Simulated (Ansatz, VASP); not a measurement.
**SiC: VASP beside Ansatz**

INCAR

```
  PREC = Accurate
  ENCUT = 520
  EDIFF = 1E-6
  ISMEAR = 0
  SIGMA = 0.01
  LREAL = F
  LASPH = T
  NELM = 80
  ALGO = Normal
  ISIF = 2
  LWAVE = F
  LCHARG = F
  GGA = CA
  NBANDS = 16
```

File KPOINTS:

```
regular mesh
0
Gamma
  8 8 4
```

The input POSCAR:

```
SiC
1.0
    3.0654734114      0.0000000000      0.0000000000
   -1.5327367057      2.6547778489      0.0000000000
    0.0000000000      0.0000000000      5.0303735788
Si C
2 2
Direct
    0.3333333333      0.6666666667      0.0045667786
    0.6666666667      0.3333333333      0.5045667786
    0.3333333333      0.6666666667      0.3804332214
    0.6666666667      0.3333333333      0.8804332214
```

Input for Ansatz:

```yaml
crystal:
  lattice:
    - [3.06547341145, 0.0, 0.0]
    - [-1.53273670573, 2.65477784894, 0.0]
    - [0.0, 0.0, 5.03037357878]
  atoms:
    - { symbol: Si, position: [0.333333333333, 0.666666666667, 0.004566778584] }
    - { symbol: Si, position: [0.666666666667, 0.333333333333, 0.504566778584] }
    - { symbol: C, position: [0.333333333333, 0.666666666667, 0.380433221416] }
    - { symbol: C, position: [0.666666666667, 0.333333333333, 0.880433221416] }
kpoints:
  mp_grid: { grid: [8, 8, 4] }
scf:
  occupations: { method: fixed }
  convergence: { dr2_threshold: 1.0e-10 }
hamiltonian:
  xc: lda
  pseudopotentials: { kind: all_electron, lapw: { basis_error: 0.0005 } }
output:
  forces: true
  stress: true
  eigenstates:
    kpoints:
      - [0.0, 0.0, 0.0]
      - [-0.666666667, 0.333333333, 0.0]
      - [0.5, -0.5, 0.0]
      - [0.0, 0.5, 0.0]
      - [0.5, 0.0, 0.0]
      - [0.0, 0.0, -0.5]
      - [-0.5, 0.0, -0.5]
      - [-0.5, 0.5, -0.5]
      - [0.0, -0.5, -0.5]
  eigenvalues: true
```

Alike in both runs: task single point; functional LDA; k mesh 8 × 8 × 4; no spin polarisation.

|  | VASP | Ansatz |
| --- | --- | --- |
| version | VASP 6.6.1 | Ansatz 0.2.0 |
| potentials or method | VASP PAW LDA potentials, release 64 (Si, C), cutoff 520 eV | all-electron LAPW, scalar-relativistic |
| occupations | gaussian, width 0.01 eV | fixed |

```csv
,VASP,Ansatz,Ansatz less VASP
gap on the k mesh at the Fermi level (eV),2.39,2.41,+0.015
pressure (GPa),-1.6,-2.0,-0.41
```

LDA's correlation is that of Perdew and Zunger in VASP and of Perdew and Wang (1992) in Ansatz. Ansatz ran all-electron here, and VASP with PAW potentials.
